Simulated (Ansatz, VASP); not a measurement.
**One calculation of TaS2, two programs**

Contents of INCAR:

```
  PREC = Accurate
  ENCUT = 500
  EDIFF = 1E-6
  ISMEAR = -1
  SIGMA = 0.03
  LREAL = False
  LASPH = True
  NELM = 120
  ALGO = Normal
  ISIF = 2
  LWAVE = False
  LCHARG = False
  GGA = CA
  NBANDS = 18
  GGA_COMPAT = False
```

The input KPOINTS:

```
regular mesh
0
Gamma
  9 9 5
```

Contents of POSCAR:

```
TaS2
1.0
    3.3500021206      0.0000000000      0.0000000000
   -1.6750010603      2.9011869392      0.0000000000
    0.0000000000      0.0000000000      5.8014000000
Ta S
1 2
Direct
    0.0000000000      0.0000000000      0.0000000000
    0.3333333333      0.6666666667      0.2500000000
    0.6666666667      0.3333333333      0.7500000000
```

Input for Ansatz:

```yaml
crystal:
  lattice:
    - [3.3500021206, 0.0, 0.0]
    - [-1.6750010603, 2.9011869392, 0.0]
    - [0.0, 0.0, 5.8014]
  atoms:
    - { symbol: Ta, position: [0.0, 0.0, 0.0] }
    - { symbol: S, position: [0.3333333333, 0.6666666667, 0.25] }
    - { symbol: S, position: [0.6666666667, 0.3333333333, 0.75] }
kpoints:
  mp_grid: { grid: [9, 9, 5] }
  band_path:
    path:
      - [0.0, 0.0, 0.0]
      - [0.5, 0.0, 0.0]
      - [0.3333333333, 0.3333333333, 0.0]
      - [0.0, 0.0, 0.0]
      - [0.0, 0.0, 0.5]
      - [0.5, 0.0, 0.5]
      - [0.3333333333, 0.3333333333, 0.5]
      - [0.0, 0.0, 0.5]
      - [0.5, 0.0, 0.5]
    npoints: 5
scf:
  occupations: { method: fermi_dirac, width: 0.03 }
hamiltonian:
  xc: lda
  pseudopotentials: { kind: all_electron, lapw: { basis_error: 0.001 } }
output:
  forces: true
  stress: true
  eigenvalues: true
```

Change from the starting cell: zz strain of -1 %.

Alike in both runs: task single point; functional LDA; k mesh 9 × 9 × 5; occupations fermi-dirac, width 0.03 eV; no spin polarisation.

```csv
,VASP,Ansatz
version,VASP 6.6.1,Ansatz 0.2.0
potentials or method,"VASP PAW LDA potentials, release 64 (Ta_pv, S), cutoff 500 eV","all-electron LAPW, scalar-relativistic"
```

VASP gave:

| Item | Value |
| --- | --- |
| pressure (GPa) | 3.2 |
| traceless stress, the component that is largest in VASP (GPa) | 4.03 |
| rms of the force components (eV/Å) | 0.502 |

Q: What did Ansatz give for the same quantities?

A: Pressure (GPa): 2.9; traceless stress, the component that is largest in VASP (GPa): 3.98; rms of the force components (eV/Å): 0.474.

LDA's correlation is that of Perdew and Zunger in VASP and of Perdew and Wang (1992) in Ansatz. Atom by atom the forces differ by 0.027 eV/Å (rms over components). Ansatz ran all-electron here, and VASP with PAW potentials.

Spin-orbit coupling is off throughout.
